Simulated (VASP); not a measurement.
# Na (Im-3m) in VASP: notebook

Na is run at these levels: PBE; tasks: single point, relaxation of cell and atoms.

Everything below comes from runs of VASP 6.6.1. Logs are shortened: lines on timing, memory, paths and dates and some standing lists are left out, and cuts for length are marked.

### 1 The cell of the first run

The structure is cubic, space group Im-3m (No. 229). The conventional cell has a = 3.547 Å, b = 3.547 Å, c = 3.547 Å, α = 90.00°, β = 90.00°, γ = 90.00°. Na (site symmetry m-3m) has 14 Na at 3.07 to 3.55 Å within 4.0 Å.

### 2 Single point, PBE

INCAR reads:

```
SYSTEM = Na
  PREC = Accurate
  ENCUT = 520
  EDIFF = 1E-6
  ISMEAR = -1
  SIGMA = 0.05
  LREAL = .False.
  LASPH = .True.
  NELM = 60
  ALGO = Fast
  ISIF = 2
  LWAVE = .False.
  LCHARG = .True.
  GGA = PE
  LELF = .True.
  LVHAR = .True.
  NBANDS = 10
```

KPOINTS reads:

```
Automatic mesh
0
Gamma
  9 9 9
  0 0 0
```

POSCAR reads:

```
Na
1.0
   -1.7735926353      1.7735926353      1.7735926353
    1.7735926353     -1.7735926353      1.7735926353
    1.7735926353      1.7735926353     -1.7735926353
Na
1
Direct
    0.0000000000      0.0000000000      0.0000000000
```

Potentials or basis: VASP PAW PBE potentials, release 64 (Na_pv).

Command:

```
cat potpaw_PBE.64/Na_pv/POTCAR > POTCAR
mpirun -np 1 vasp_std > vasp.out
```

OUTCAR:

```text
SYSTEM = Na
   PREC = Accurate
   ENCUT = 520
   EDIFF = 1E-6
   ISMEAR = -1
   LREAL = .False.
   LASPH = .True.
   NELM = 60
   ISIF = 2
   GGA = PE

 ion  position               nearest neighbor table
   1  0.000  0.000  0.000-

  LATTYP: Found a body centered cubic cell.
 ALAT       =     3.5471852706

  Lattice vectors:

 A1 = (  -1.7735926353,   1.7735926353,   1.7735926353)
 A2 = (   1.7735926353,  -1.7735926353,   1.7735926353)
 A3 = (   1.7735926353,   1.7735926353,  -1.7735926353)

Analysis of symmetry for initial positions (statically):
=====================================================================
 Subroutine PRICEL returns:
 Original cell was already a primitive cell.

 Routine SETGRP: Setting up the symmetry group for a
 body centered cubic supercell.

 Subroutine GETGRP returns: Found 48 space group operations
[... 9 lines left out ...]

 Routine SETGRP: Setting up the symmetry group for a
 body centered cubic supercell.

 Subroutine GETGRP returns: Found 48 space group operations
[... 11 lines left out ...]
                                     Primitive cell

  volume of cell :      22.3163

  direct lattice vectors                    reciprocal lattice vectors
    -1.773592635  1.773592635  1.773592635     0.000000000  0.281913665  0.281913665
     1.773592635 -1.773592635  1.773592635     0.281913665  0.000000000  0.281913665
     1.773592635  1.773592635 -1.773592635     0.281913665  0.281913665  0.000000000

  length of vectors
     3.071952556  3.071952556  3.071952556     0.398686128  0.398686128  0.398686128

  position of ions in fractional coordinates (direct lattice)
     0.000000000  0.000000000  0.000000000

  ion indices of the primitive-cell ions
   primitive index   ion index
                 1           1

----------------------------------------------------------------------------------------

 KPOINTS: Automatic mesh

Automatic generation of k-mesh.
 Grid dimensions read from file:
 generate k-points for:    9    9    9

 Generating k-lattice:

  Cartesian coordinates                     Fractional coordinates (reciprocal lattice)
     0.000000000  0.031323741  0.031323741     0.111111111  0.000000000  0.000000000
     0.031323741  0.000000000  0.031323741     0.000000000  0.111111111  0.000000000
     0.031323741  0.031323741  0.000000000     0.000000000  0.000000000  0.111111111

  Length of vectors
     0.044298459  0.044298459  0.044298459

  Shift w.r.t. Gamma in fractional coordinates (k-lattice)
     0.000000000  0.000000000  0.000000000

 Subroutine IBZKPT returns following result:
 ===========================================

 Found     35 irreducible k-points:

 Following reciprocal coordinates:
            Coordinates               Weight
  0.000000  0.000000  0.000000      1.000000
  0.111111  0.000000  0.000000     12.000000
  0.222222  0.000000  0.000000     12.000000
  0.333333  0.000000  0.000000     12.000000
  0.444444  0.000000  0.000000     12.000000
  0.111111  0.111111  0.000000     24.000000
[... 16 lines left out ...]
 -0.333333  0.444444  0.111111     48.000000
 -0.444444 -0.444444  0.111111     24.000000
 [... further k-points ...]
   k-points           NKPTS =     35   k-points in BZ     NKDIM =     35   number of bands    NBANDS=     10
   number of dos      NEDOS =    301   number of ions     NIONS =      1
   total plane-waves  NPLWV =  13824
   dimension x,y,z NGX =    24 NGY =   24 NGZ =   24
   dimension x,y,z NGXF=    48 NGYF=   48 NGZF=   48
   ions per type =               1
   NGX,Y,Z   is equivalent  to a cutoff of  12.99, 12.99, 12.99 a.u.
   NGXF,Y,Z  is equivalent  to a cutoff of  25.98, 25.98, 25.98 a.u.
 SYSTEM =  Na
   PREC   = accura    normal or accurate (medium, high low for compatibility)
   ISTART =      0    job   : 0-new  1-cont  2-samecut
   ICHARG =      2    charge: 1-file 2-atom 10-const
   ISPIN  =      1    spin polarized calculation?
   LNONCOLLINEAR =      F non collinear calculations
   LSORBIT =      F    spin-orbit coupling
   LASPH  =      T    aspherical Exc in radial PAW
   ENCUT  =  520.0 eV  38.22 Ry    6.18 a.u.   5.71  5.71  5.71*2*pi/ulx,y,z
   NELM   =     60;   NELMIN=  2; NELMDL= -5     # of ELM steps
   EDIFF  = 0.1E-05   stopping-criterion for ELM
   LREAL  =      F    real-space projection
   EDIFFG = 0.1E-04   stopping-criterion for IOM
   NSW    =      0    number of steps for IOM
   IBRION =     -1    ionic relax: 0-MD 1-quasi-New 2-CG
   NFREE  =      0    steps in history (QN), initial steepest desc. (CG)
   ISIF   =      2    stress and relaxation
   ISYM   =      2    0-nonsym 1-usesym 2-fastsym
   POTIM  = 0.5000    time-step for ionic-motion
   TEBEG  =    0.0;   TEEND  =   0.0 temperature during run
   PSTRESS=    0.0 pullay stress
   NELECT =       7.0000    total number of electrons
   NUPDOWN=      -1.0000    fix difference up-down
   EMIN   =  10.00;   EMAX   =-10.00  energy-range for DOS
   EFERMI =   0.00;   METHOD = LEGACY
   ISMEAR =    -1;   SIGMA  =   0.05  broadening in eV -4-tet -1-fermi 0-gaus
   EFERMI_NEDOS =   21; number of points for ismear=-14 and -15
   IALGO  =     68    algorithm
   IMIX   =      4    mixing-type and parameters
     AMIX     =   0.40;   BMIX     =  1.00
     AMIX_MAG =   1.60;   BMIX_MAG =  1.00
  volume/ion in A,a.u.               =      22.32       150.60
  Fermi-wavevector in a.u.,A,eV,Ry     =   1.112330  2.101999 16.834189  1.237278
  Thomas-Fermi vector in A             =   2.248903
   LORBIT       =      0    0 simple, 1 ext, 2 COOP (PROOUT), +10 PAW based schemes
   GGA     = PE    functional components
   LHFCALC =     F    Hartree Fock is set to
   AEXX    =    0.0000 exact exchange contribution
   IVDW    =     0    specifies the selected vdW correction
   LEPSILON=     F    determine dielectric tensor
   LRPA    =     F    only Hartree local field effects (RPA)
 non-spin polarized calculation
 RMM-DIIS sequential band-by-band and
  energy-cutoff  :      520.00
  volume of cell :       22.32
 maximum number of plane-waves:       619
   NGX = 11   NGY = 11   NGZ = 11

 number of electron       6.9999987 magnetization

 Free energy of the ion-electron system (eV)
  ---------------------------------------------------
  ext. energy  EPLUGINS =         0.00000000
  ---------------------------------------------------
  free energy    TOTEN  =        -1.01195894 eV

  energy without entropy =       -1.00945854  energy(sigma->0) =       -1.01070874

 E-fermi :   2.2710     XC(G=0):  -7.9990

 val. band max:        2.1635327369   @ k =  -0.3333   0.4444   0.1111
 cond. band min:       2.4278397031   @ k =   0.4444   0.0000   0.0000
 fundamental gap:      0.2643069663
 Fermi energy:         2.2710211329

 k-point     1 :       0.0000    0.0000    0.0000
  band No.  band energies     occupation
      1     -22.4471      2.00000
      2     -22.4471      2.00000
      3     -22.4471      2.00000
      4      -2.2357      2.00000
      5      17.7016      0.00000
      6      17.7016      0.00000
      7      17.7016      0.00000
      8      19.0693      0.00000
      9      19.0700      0.00000
     10      19.9110      0.00000

 k-point     2 :       0.1111    0.0000    0.0000
  band No.  band energies     occupation
      1     -22.4702      2.00000
      2     -22.4539      2.00000
      3     -22.4473      2.00000
      4      -1.9219      2.00000
      5      14.8600      0.00000
      6      16.2270      0.00000
      7      17.2928      0.00000
      8      17.6608      0.00000
      9      18.3810      0.00000
     10      21.3155      0.00000

 k-point     3 :       0.2222    0.0000    0.0000
  band No.  band energies     occupation
      1     -22.5278      2.00000
      2     -22.4710      2.00000
      3     -22.4477      2.00000
      4      -0.9999      2.00000
      5      11.1580      0.00000
      6      14.5632      0.00000
      7      16.3175      0.00000
      8      16.5694      0.00000
      9      18.1598      0.00000
     10      22.0755      0.00000

 k-point     4 :       0.3333    0.0000    0.0000
  band No.  band energies     occupation
      1     -22.5918      2.00000
      2     -22.4905      2.00000
      3     -22.4483      2.00000
      4       0.4792      2.00000
      5       7.8579      0.00000
      6      13.4173      0.00000
      7      15.4256      0.00000
      8      15.9970      0.00000
      9      17.5661      0.00000
     10      23.0743      0.00000

 k-point     5 :       0.4444    0.0000    0.0000
  band No.  band energies     occupation
      1     -22.6328      2.00000
      2     -22.5032      2.00000
      3     -22.4486      2.00000
      4       2.4278      0.08326
      5       5.0186      0.00000
      6      12.8396      0.00000
      7      14.9853      0.00000
      8      15.6993      0.00000
      9      17.1006      0.00000
     10      23.7457      0.00000

 k-point     6 :       0.1111    0.1111    0.0000
  band No.  band energies     occupation
      1     -22.5096      2.00000
      2     -22.4618      2.00000
      3     -22.4526      2.00000
      4      -1.3041      2.00000
      5      12.6815      0.00000
      6      13.6501      0.00000
      7      16.5011      0.00000
      8      17.4837      0.00000
      9      19.0403      0.00000
     10      21.7949      0.00000

 k-point     7 :       0.2222    0.1111   -0.0000
  band No.  band energies     occupation
      1     -22.5654      2.00000
      2     -22.4829      2.00000
      3     -22.4551      2.00000
      4      -0.1044      2.00000
      5       9.5449      0.00000
      6      12.0750      0.00000
      7      15.5544      0.00000
      8      16.9137      0.00000
      9      19.3710      0.00000
     10      21.2934      0.00000

 k-point     8 :       0.3333    0.1111   -0.0000
  band No.  band energies     occupation
      1     -22.6122      2.00000
      2     -22.5037      2.00000
      3     -22.4561      2.00000
      4       1.6138      2.00000
      5       6.5418      0.00000
      6      11.2462      0.00000
      7      14.8982      0.00000
      8      16.3391      0.00000
      9      19.3696      0.00000
     10      21.8012      0.00000

 k-point     9 :       0.4444    0.1111    0.0000
  band No.  band energies     occupation
      1     -22.6303      2.00000
      2     -22.5121      2.00000
      3     -22.4565      2.00000
      4       3.4328      0.00000
      5       4.2941      0.00000
      6      10.9734      0.00000
      7      14.6646      0.00000
      8      16.1299      0.00000
      9      19.2535      0.00000
     10      22.4855      0.00000
[... 118 lines left out ...]
 k-point    19 :      -0.2222    0.2222    0.1111
  band No.  band energies     occupation
      1     -22.5276      2.00000
      2     -22.4784      2.00000
      3     -22.4647      2.00000
      4      -0.6989      2.00000
      5      11.3061      0.00000
      6      13.4298      0.00000
      7      14.4759      0.00000
      8      17.8486      0.00000
      9      18.0898      0.00000
     10      20.9221      0.00000

 k-point    20 :      -0.3333    0.3333    0.1111
  band No.  band energies     occupation
      1     -22.5873      2.00000
      2     -22.4984      2.00000
      3     -22.4643      2.00000
      4       0.7661      2.00000
      5       8.0808      0.00000
      6      12.4277      0.00000
      7      13.8364      0.00000
      8      17.4954      0.00000
      9      18.4416      0.00000
     10      19.9923      0.00000

 k-point    21 :      -0.2222    0.3333    0.1111
  band No.  band energies     occupation
      1     -22.5664      2.00000
      2     -22.5002      2.00000
      3     -22.4747      2.00000
      4       0.4778      2.00000
      5       9.5149      0.00000
      6      11.0888      0.00000
      7      14.3997      0.00000
      8      17.1409      0.00000
      9      17.9077      0.00000
     10      22.2764      0.00000

 k-point    22 :      -0.4444    0.4444    0.1111
  band No.  band energies     occupation
      1     -22.6257      2.00000
      2     -22.5114      2.00000
      3     -22.4639      2.00000
      4       2.6937      0.00043
      5       5.2810      0.00000
      6      11.9190      0.00000
      7      13.4071      0.00000
      8      17.1528      0.00000
      9      18.8842      0.00000
     10      20.0569      0.00000

 k-point    23 :      -0.3333    0.4444    0.1111
  band No.  band energies     occupation
      1     -22.6026      2.00000
      2     -22.5237      2.00000
      3     -22.4761      2.00000
      4       2.1635      1.79129
      5       6.9637      0.00000
      6       9.8875      0.00000
      7      14.3717      0.00000
      8      17.2912      0.00000
      9      17.6200      0.00000
     10      21.5232      0.00000

 k-point    24 :      -0.4444   -0.4444    0.1111
  band No.  band energies     occupation
      1     -22.6168      2.00000
      2     -22.5335      2.00000
      3     -22.4760      2.00000
      4       3.9179      0.00000
      5       4.8356      0.00000
      6       9.5651      0.00000
      7      14.2634      0.00000
      8      17.1027      0.00000
      9      18.2722      0.00000
     10      20.7585      0.00000

 [... further k-points ...]
[... 5 lines left out ...]
  --------------------------------------------------------------------------------------
  -------------------------------------------------------------------------------------
  Total        1.3816726      1.3816726      1.3816726      0.0000000      0.0000000     -0.0000000
  in kB       99.1959878     99.1959878     99.1959878      0.0000000      0.0000000     -0.0000000
  external PRESSURE =      99.1959878 kB  Pullay stress =       0.0000000 kB

 VOLUME and BASIS-vectors are now :
 -----------------------------------------------------------------------------
  energy-cutoff  :      520.00
  volume of cell :       22.32
      direct lattice vectors                 reciprocal lattice vectors
    -1.773592635  1.773592635  1.773592635     0.000000000  0.281913665  0.281913665
     1.773592635 -1.773592635  1.773592635     0.281913665  0.000000000  0.281913665
     1.773592635  1.773592635 -1.773592635     0.281913665  0.281913665  0.000000000

 POSITION                                       TOTAL-FORCE (eV/Angst)
 -----------------------------------------------------------------------------------
      0.00000      0.00000      0.00000         0.000000      0.000000      0.000000
 -----------------------------------------------------------------------------------
    total drift:                                0.000000      0.000000      0.000000

  FREE ENERGIE OF THE ION-ELECTRON SYSTEM (eV)
  ---------------------------------------------------
  free  energy   TOTEN  =        -1.0119589358 eV

  energy  without entropy=       -1.0094585427  energy(sigma->0) =       -1.01070874
```

Run time: 8.4 s. Hardware: 1 thread of Intel Xeon 8259CL, shared host; peak memory 0.13 GiB.

Results:

* Free energy: -1.0120 eV
* Pressure: 9.9 GPa

(Continued in part 2 of 3.)
